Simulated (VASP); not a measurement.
# MgO in VASP: notebook

Runs on MgO. Level: HSE06. Tasks: single point.

Program: VASP 6.6.1. These are calculated values, not measurements. Logs are shortened: lines on timing, memory, paths and dates and some standing lists are left out, and cuts for length are marked.

## 1. The cell of the first run

Symmetry: R-3m, No. 166, trigonal system. The conventional cell has a = 3.710 Å, b = 3.710 Å, c = 4.441 Å, α = 90.00°, β = 90.00°, γ = 120.00°. Within 2.9 Å of Mg (site symmetry -3m) lie 8 O at 2.22 to 2.27 Å and 6 Mg at 2.60 Å. O (site symmetry -3m) has 8 Mg at 2.22 to 2.27 Å and 6 O at 2.60 Å within 2.9 Å.

## 2. Single point, HSE06 (strain along [111] -2.3%)

The input, POSCAR:

```
MgO
1.0
    2.6035865643     -0.0197625634     -0.0197625634
   -0.0197625634      2.6035865643     -0.0197625634
   -0.0197625634     -0.0197625634      2.6035865643
Mg O
1 1
Direct
    0.0000000000      0.0000000000      0.0000000000
    0.5000000000      0.5000000000      0.5000000000
```

The input, INCAR.step1:

```
PREC = Accurate ; ENCUT = 520
EDIFF = 1E-5 ; ISMEAR = 0
SIGMA = 0.01 ; LREAL = F
LASPH = T ; NELM = 80
ALGO = Normal ; ISIF = 2
LWAVE = T ; LCHARG = F
GGA = PE ; NBANDS = 11
```

The input, INCAR.step2:

```
PREC = Accurate ; ENCUT = 520
EDIFF = 1E-6 ; ISMEAR = 0
SIGMA = 0.01 ; LREAL = F
LASPH = T ; NELM = 80
ALGO = Normal ; ISIF = 2
LWAVE = F ; LCHARG = F
GGA = PE ; LHFCALC = T
HFSCREEN = 0.2079 ; PRECFOCK = Normal
ISTART = 1 ; NBANDS = 11
```

The input, KPOINTS:

```
Automatic mesh
0
Gamma
  6 6 6
```

Potentials or basis: VASP PAW PBE potentials, release 64 (Mg, O).

Command:

```
$ cat potpaw_PBE.64/Mg/POTCAR potpaw_PBE.64/O/POTCAR > POTCAR
$ cp INCAR.step1 INCAR
$ mpirun -np 1 vasp_std > vasp.out
$ cp INCAR.step2 INCAR
$ mpirun -np 1 vasp_std > vasp.out
```

OUTCAR:

```text
PREC = Accurate
   ENCUT = 520
   EDIFF = 1E-6
   ISMEAR = 0
   LREAL = F
   LASPH = T
   NELM = 80
   ISIF = 2
   GGA = PE
   LHFCALC = T
   HFSCREEN = 0.2079
   PRECFOCK = Normal
   ISTART = 1

 ion  position               nearest neighbor table
   1  0.000  0.000  0.000-   2 2.22   2 2.22   2 2.27   2 2.27   2 2.27   2 2.27   2 2.27   2 2.27

   2  0.500  0.500  0.500-   1 2.22   1 2.22   1 2.27   1 2.27   1 2.27   1 2.27   1 2.27   1 2.27

  LATTYP: Found a trigonal (rhomboedric) cell.
 ALAT       =     2.6037365680
 COS(alpha) =    -0.0151216720

  Lattice vectors:

 A1 = (   2.6035865643,  -0.0197625634,  -0.0197625634)
 A2 = (  -0.0197625634,   2.6035865643,  -0.0197625634)
 A3 = (  -0.0197625634,  -0.0197625634,   2.6035865643)

Analysis of symmetry for initial positions (statically):
=====================================================================
 Subroutine PRICEL returns:
 Original cell was already a primitive cell.

 Routine SETGRP: Setting up the symmetry group for a
 trigonal (rhombohedral) supercell.

 Subroutine GETGRP returns: Found 12 space group operations
 (whereof 12 operations were pure point group operations)
 out of a pool of 12 trial point group operations.

The static configuration has the point symmetry D_3d.

Analysis of symmetry for dynamics (positions and initial velocities):
=====================================================================
 Subroutine PRICEL returns:
 Original cell was already a primitive cell.

 Routine SETGRP: Setting up the symmetry group for a
 trigonal (rhombohedral) supercell.

 Subroutine GETGRP returns: Found 12 space group operations
 (whereof 12 operations were pure point group operations)
 out of a pool of 12 trial point group operations.

The dynamic configuration has the point symmetry D_3d.

 Subroutine INISYM returns: Found 12 space group operations
 (whereof 12 operations are pure point group operations),
 and found     1 'primitive' translations

----------------------------------------------------------------------------------------

                                     Primitive cell

  volume of cell :      17.6458

  direct lattice vectors                    reciprocal lattice vectors
     2.603586564 -0.019762563 -0.019762563     0.384130161  0.002938047  0.002938047
    -0.019762563  2.603586564 -0.019762563     0.002938047  0.384130161  0.002938047
    -0.019762563 -0.019762563  2.603586564     0.002938047  0.002938047  0.384130161

  length of vectors
     2.603736568  2.603736568  2.603736568     0.384152632  0.384152632  0.384152632

  position of ions in fractional coordinates (direct lattice)
     0.000000000  0.000000000  0.000000000
     0.500000000  0.500000000  0.500000000

  ion indices of the primitive-cell ions
   primitive index   ion index
                 1           1
                 2           2

----------------------------------------------------------------------------------------

 KPOINTS: Automatic mesh

Automatic generation of k-mesh.
 Grid dimensions read from file:
 generate k-points for:    6    6    6

 Generating k-lattice:

  Cartesian coordinates                     Fractional coordinates (reciprocal lattice)
     0.064021694  0.000489675  0.000489675     0.166666667 -0.000000000 -0.000000000
     0.000489675  0.064021694  0.000489675    -0.000000000  0.166666667 -0.000000000
     0.000489675  0.000489675  0.064021694    -0.000000000 -0.000000000  0.166666667

  Length of vectors
     0.064025439  0.064025439  0.064025439

  Shift w.r.t. Gamma in fractional coordinates (k-lattice)
     0.000000000  0.000000000  0.000000000

 Subroutine IBZKPT returns following result:
 ===========================================

 Found     32 irreducible k-points:

 Following reciprocal coordinates:
            Coordinates               Weight
  0.000000  0.000000  0.000000      1.000000
  0.166667  0.000000  0.000000      6.000000
  0.333333  0.000000  0.000000      6.000000
  0.500000  0.000000  0.000000      3.000000
  0.166667  0.166667  0.000000      6.000000
  0.333333  0.166667  0.000000     12.000000
[... 16 lines left out ...]
  0.500000  0.500000  0.166667      6.000000
 -0.333333  0.500000  0.166667     12.000000
 [... further k-points ...]
   k-points           NKPTS =     32   k-points in BZ     NKDIM =    216   number of bands    NBANDS=     11
   number of dos      NEDOS =    301   number of ions     NIONS =      2
   total plane-waves  NPLWV =   8000
   dimension x,y,z NGX =    20 NGY =   20 NGZ =   20
   dimension x,y,z NGXF=    40 NGYF=   40 NGZF=   40
   ions per type =               1   1
   NGX,Y,Z   is equivalent  to a cutoff of  12.77, 12.77, 12.77 a.u.
   NGXF,Y,Z  is equivalent  to a cutoff of  25.54, 25.54, 25.54 a.u.
 SYSTEM =  unknown system
   PREC   = accura    normal or accurate (medium, high low for compatibility)
   ISTART =      1    job   : 0-new  1-cont  2-samecut
   ICHARG =      0    charge: 1-file 2-atom 10-const
   ISPIN  =      1    spin polarized calculation?
   LNONCOLLINEAR =      F non collinear calculations
   LSORBIT =      F    spin-orbit coupling
   LASPH  =      T    aspherical Exc in radial PAW
   ENCUT  =  520.0 eV  38.22 Ry    6.18 a.u.   4.84  4.84  4.84*2*pi/ulx,y,z
   NELM   =     80;   NELMIN=  2; NELMDL=  0     # of ELM steps
   EDIFF  = 0.1E-05   stopping-criterion for ELM
   LREAL  =      F    real-space projection
   EDIFFG = 0.1E-04   stopping-criterion for IOM
   NSW    =      0    number of steps for IOM
   IBRION =     -1    ionic relax: 0-MD 1-quasi-New 2-CG
   NFREE  =      0    steps in history (QN), initial steepest desc. (CG)
   ISIF   =      2    stress and relaxation
   ISYM   =      3    0-nonsym 1-usesym 2-fastsym
   POTIM  = 0.5000    time-step for ionic-motion
   TEBEG  =    0.0;   TEEND  =   0.0 temperature during run
   PSTRESS=    0.0 pullay stress
   NELECT =       8.0000    total number of electrons
   NUPDOWN=      -1.0000    fix difference up-down
   EMIN   =  10.00;   EMAX   =-10.00  energy-range for DOS
   EFERMI =   0.00;   METHOD = LEGACY
   ISMEAR =     0;   SIGMA  =   0.01  broadening in eV -4-tet -1-fermi 0-gaus
   EFERMI_NEDOS =   21; number of points for ismear=-14 and -15
   IALGO  =     38    algorithm
   IMIX   =      1    mixing-type and parameters
     AMIX     =   0.40;   BMIX     =  1.00
     AMIX_MAG =   1.60;   BMIX_MAG =  1.00
  volume/ion in A,a.u.               =       8.82        59.54
  Fermi-wavevector in a.u.,A,eV,Ry     =   1.257645  2.376604 21.519929  1.581670
  Thomas-Fermi vector in A             =   2.391293
   LORBIT       =      0    0 simple, 1 ext, 2 COOP (PROOUT), +10 PAW based schemes
   GGA     = PE    functional components
   LHFCALC =     T    Hartree Fock is set to
   PRECFOCK=normal    Normal, Fast or Accurate (Low or Medium for compatibility)
   ENCUT4O =  -1.0   cutoff for four orbital integrals eV
   NKREDX  =     1    reduce k-point grid by
   NKREDY  =     1    reduce k-point grid by
   NKREDZ  =     1    reduce k-point grid by
   AEXX    =    0.2500 exact exchange contribution
   HFSCREEN=    0.2079 screening length (either q_TF or 0.3 A-1)
   HFSCREENC=   0.2079 screening length for correlation (either q_TF or 0.3 A-1)
   ENCUTFOCK=  -1.0 apply spherical cutoff to Coloumb kernel
   IVDW    =     0    specifies the selected vdW correction
   LEPSILON=     F    determine dielectric tensor
   LRPA    =     F    only Hartree local field effects (RPA)
 non-spin polarized calculation
 Gauss-broadening in eV      SIGMA  =   0.01
  energy-cutoff  :      520.00
  volume of cell :       17.65
 maximum number of plane-waves:       484
  NGX = 16; NGY = 16; NGZ = 16

 number of electron       8.0000003 magnetization

 Free energy of the ion-electron system (eV)
  ---------------------------------------------------
  ext. energy  EPLUGINS =         0.00000000
  ---------------------------------------------------
  free energy    TOTEN  =       -12.60371818 eV

  energy without entropy =      -12.60371818  energy(sigma->0) =      -12.60371818

 E-fermi :   4.3948     XC(G=0):  -9.4076

 val. band max:        4.2163680793   @ k =   0.5000   0.5000   0.0000
 cond. band min:       8.5978259979   @ k =   0.0000   0.0000   0.0000
 fundamental gap:      4.3814579186
 Fermi energy:         4.3947570531

 k-point     1 :       0.0000    0.0000    0.0000
  band No.  band energies     occupation
      1     -16.2092      2.00000
      2       2.9995      2.00000
      3       3.1339      2.00000
      4       3.1339      2.00000
      5       8.5978      0.00000
      6      16.4589      0.00000
      7      16.4589      0.00000
      8      27.2549      0.00000
      9      27.2549      0.00000
     10      27.7779      0.00000
     11      34.1365      0.00000

 k-point     2 :       0.1667    0.0000    0.0000
  band No.  band energies     occupation
      1     -15.9154      2.00000
      2       1.0778      2.00000
      3       3.1612      2.00000
      4       3.2536      2.00000
      5       9.9663      0.00000
      6      17.0740      0.00000
      7      17.0959      0.00000
      8      26.6976      0.00000
      9      26.8874      0.00000
     10      27.9775      0.00000
     11      31.9778      0.00000

 k-point     3 :       0.3333    0.0000    0.0000
  band No.  band energies     occupation
      1     -15.2438      2.00000
      2      -1.7407      2.00000
      3       3.4016      2.00000
      4       3.5049      2.00000
      5      11.9673      0.00000
      6      16.9971      0.00000
      7      18.8659      0.00000
      8      25.3258      0.00000
      9      25.4222      0.00000
     10      26.9892      0.00000
     11      30.7377      0.00000
[... 267 lines left out ...]
 k-point    23 :       0.5000    0.5000    0.1667
  band No.  band energies     occupation
      1     -13.6689      2.00000
      2      -0.8191      2.00000
      3      -0.7185      2.00000
      4       3.0386      2.00000
      5      11.4178      0.00000
      6      17.1374      0.00000
      7      17.4182      0.00000
      8      21.3820      0.00000
      9      25.7071      0.00000
     10      26.0122      0.00000
     11      28.4911      0.00000

 k-point    24 :      -0.3333    0.5000    0.1667
  band No.  band energies     occupation
      1     -13.9411      2.00000
      2      -1.3053      2.00000
      3       0.2019      2.00000
      4       2.8309      2.00000
      5      12.7277      0.00000
      6      16.7073      0.00000
      7      17.1001      0.00000
      8      22.2797      0.00000
      9      25.2676      0.00000
     10      25.8155      0.00000
     11      29.9890      0.00000

 [... further k-points ...]

------------------------ aborting loop because EDIFF is reached ----------------------------------------

  FORCE on cell =-STRESS in cart. coord.  units (eV):
  Direction    XX          YY          ZZ          XY          YZ          ZX
  --------------------------------------------------------------------------------------
  -------------------------------------------------------------------------------------
  Total        0.2906606      0.2906606      0.2906606     -0.0910529     -0.0910529     -0.0910529
  in kB       26.3910199     26.3910199     26.3910199     -8.2673046     -8.2673046     -8.2673046
  external PRESSURE =      26.3910199 kB  Pullay stress =       0.0000000 kB

 VOLUME and BASIS-vectors are now :
 -----------------------------------------------------------------------------
  energy-cutoff  :      520.00
  volume of cell :       17.65
      direct lattice vectors                 reciprocal lattice vectors
     2.603586564 -0.019762563 -0.019762563     0.384130161  0.002938047  0.002938047
    -0.019762563  2.603586564 -0.019762563     0.002938047  0.384130161  0.002938047
    -0.019762563 -0.019762563  2.603586564     0.002938047  0.002938047  0.384130161

 POSITION                                       TOTAL-FORCE (eV/Angst)
 -----------------------------------------------------------------------------------
      0.00000      0.00000      0.00000         0.000000     -0.000000      0.000000
      1.28203      1.28203      1.28203        -0.000000      0.000000      0.000000
 -----------------------------------------------------------------------------------
    total drift:                                0.000273      0.000303      0.000277

  FREE ENERGIE OF THE ION-ELECTRON SYSTEM (eV)
  ---------------------------------------------------
  free  energy   TOTEN  =       -12.6037181814 eV

  energy  without entropy=      -12.6037181814  energy(sigma->0) =      -12.60371818
```

Run time: 16 min. Hardware: 1 thread of Intel Xeon 8259CL, shared host; peak memory 0.24 GiB.

What came out:

* Free energy: -12.6037 eV
* Pressure: 2.6 GPa
* Band gap on the k mesh: 4.38 eV (least direct gap 5.46 eV)

Levels at points of the mesh, in eV from the valence-band top:
```tsv
k point	band 1	band 2	band 3	band 4	band 5	band 6	band 7	band 8	band 9
(0.00, 0.00, 0.00)	-20.43	-1.22	-1.08	-1.08	4.38	12.24	12.24	23.04	23.04
(0.50, 0.00, 0.00)	-19.07	-7.16	-0.69	-0.58	9.04	11.89	16.65	19.41	20.46
(0.50, 0.50, 0.00)	-18.10	-5.30	-5.18	0.00	6.67	14.57	14.85	15.52	21.47
(0.50, 0.50, 0.50)	-17.15	-4.11	-4.11	-4.02	9.14	9.14	9.65	19.01	21.53
```

Caveat: the cell differs from its parent crystal (strain along [111] -2.3%); the structure was generated, so it needn't be the stable form of MgO; the PAW data sets were made with another functional, which shifts forces and pressure a little. A k mesh can miss the band edges.

## 3. Single point, HSE06 (uniaxial x strain -4.2%)

The input, POSCAR:

```
MgO
1.0
    2.5126437946      0.0000000000      0.0000000000
    0.0000000000      2.6233491278      0.0000000000
    0.0000000000      0.0000000000      2.6233491278
Mg O
1 1
Direct
    0.0000000000      0.0000000000      0.0000000000
    0.5000000000      0.5000000000      0.5000000000
```

The input, INCAR.step1:

```
PREC     = Accurate       # precision mode
ENCUT    = 520            # plane-wave cutoff, eV
EDIFF    = 1E-5           # SCF threshold, eV
ISMEAR   = 0              # smearing method
SIGMA    = 0.01           # smearing width, eV
LREAL    = False          # projectors in reciprocal space
LASPH    = True           # aspherical terms in the spheres
NELM     = 80             # most SCF steps
ALGO     = Normal         # electronic algorithm
ISIF     = 2              # what is computed and relaxed
LWAVE    = True           # write WAVECAR
LCHARG   = False          # write CHGCAR
GGA      = PE             # functional
NBANDS   = 11             # bands
```

The input, INCAR.step2:

```
PREC     = Accurate       # precision mode
ENCUT    = 520            # plane-wave cutoff, eV
EDIFF    = 1E-6           # SCF threshold, eV
ISMEAR   = 0              # smearing method
SIGMA    = 0.01           # smearing width, eV
LREAL    = False          # projectors in reciprocal space
LASPH    = True           # aspherical terms in the spheres
NELM     = 80             # most SCF steps
ALGO     = Normal         # electronic algorithm
ISIF     = 2              # what is computed and relaxed
LWAVE    = False          # write WAVECAR
LCHARG   = False          # write CHGCAR
GGA      = PE             # functional
LHFCALC  = True           # exact exchange
HFSCREEN = 0.2079         # screening, 1/A
PRECFOCK = Normal       
ISTART   = 1            
NBANDS   = 11             # bands
```

The input, KPOINTS:

```
regular mesh
0
Gamma
  6 6 6
```

Potentials or basis: VASP PAW PBE potentials, release 64 (Mg, O).

Command:

```
$ cat potpaw_PBE.64/Mg/POTCAR potpaw_PBE.64/O/POTCAR > POTCAR
$ cp INCAR.step1 INCAR
$ mpirun -np 1 vasp_std > vasp.out
$ cp INCAR.step2 INCAR
$ mpirun -np 1 vasp_std > vasp.out
```

Run time: 19 min. Hardware: 1 thread of Intel Xeon 8259CL, shared host; peak memory 0.24 GiB.

The run converged. Its results:

```
Free energy            : -12.5414 eV
Pressure               : 6.5 GPa
Band gap on the k mesh : 4.22 eV (least direct gap 5.21 eV)
```

Stress tensor (GPa, compression positive):
```
28.07  0.00  0.00
 0.00 -4.26  0.00
 0.00  0.00 -4.26
```

Levels at points of the mesh, in eV from the valence-band top:
```
           k point  band 2  band 3  band 4  band 5  band 6  band 7
(0.00, 0.00, 0.00)   -1.68   -1.68   -0.98    4.22   11.54   12.50
(0.50, 0.00, 0.00)   -7.46   -1.05   -1.05    8.60   12.08   16.50
(0.00, 0.50, 0.00)   -7.67   -1.20   -0.56    9.04   11.63   16.50
(0.50, 0.50, 0.00)   -5.66   -5.51   -0.42    6.67   14.20   14.91
(0.00, 0.50, 0.50)   -5.77   -5.77    0.00    6.02   14.77   14.77
(0.50, 0.50, 0.50)   -4.58   -4.42   -4.42    8.89    9.22    9.22
```

Caveat: the cell differs from its parent crystal (uniaxial x strain -4.2%); the stress differs along the axes, from -4 to 28 GPa; the structure was generated, so it needn't be the stable form of MgO; the PAW data sets were made with another functional, which shifts forces and pressure a little.
